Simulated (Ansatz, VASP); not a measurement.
## One calculation of CoAu, two programs

```
Co Au
1.0
     0.00000    2.51390    2.51390
     2.51390    0.00000    2.51390
     2.51390    2.51390    0.00000
Co Au
1 1
Direct
  0.00000 0.00000 0.00000
  0.75000 0.75000 0.75000
```

Alike in both runs: task relaxation of cell and atoms; functional PBE; k mesh 6 × 6 × 6; occupations gaussian, width 0.1 eV; collinear spin.

```csv
,VASP,Ansatz
version,VASP 6.6.1,Ansatz 0.2.0
potentials or method,"VASP PAW PBE potentials, release 64 (Co, Au), cutoff 600 eV","scalar-relativistic, plane waves, PAW"
valence electrons in the cell,20,36
```

VASP gave:

| Quantity | Value |
| --- | --- |
| gap on the k mesh at the Fermi level, each at its own relaxed structure (eV) | none |
| net moment per atom (μB) | 1.10 |
| size of the moment on the site where the two differ most (μB) | 0.20 |
| relaxed volume (Å³/atom) | 22.36 |
| relaxed length of the cell vector where the two differ most in proportion (Å) | 3.984 |

Q: What did Ansatz give for the same quantities?

A: gap on the k mesh at the Fermi level, each at its own relaxed structure (eV): none; net moment per atom (μB): 1.12; size of the moment on the site where the two differ most (μB): 0.23; relaxed volume (Å³/atom): 22.39; relaxed length of the cell vector where the two differ most in proportion (Å): 3.986.

Site moments also hang on the region over which each program counts them. A gap of «none» marks a metal or a gap that the smearing closes. VASP's potentials hold 20 valence electrons a cell and Ansatz's 36, so a difference there can come from the potentials and not from the codes.

The k mesh is coarse, so the values compare programs but aren't converged. Spin-orbit coupling is off throughout. Noted on VASP's run: the volume moved by over 15 % at a fixed basis, so the end points are rough.
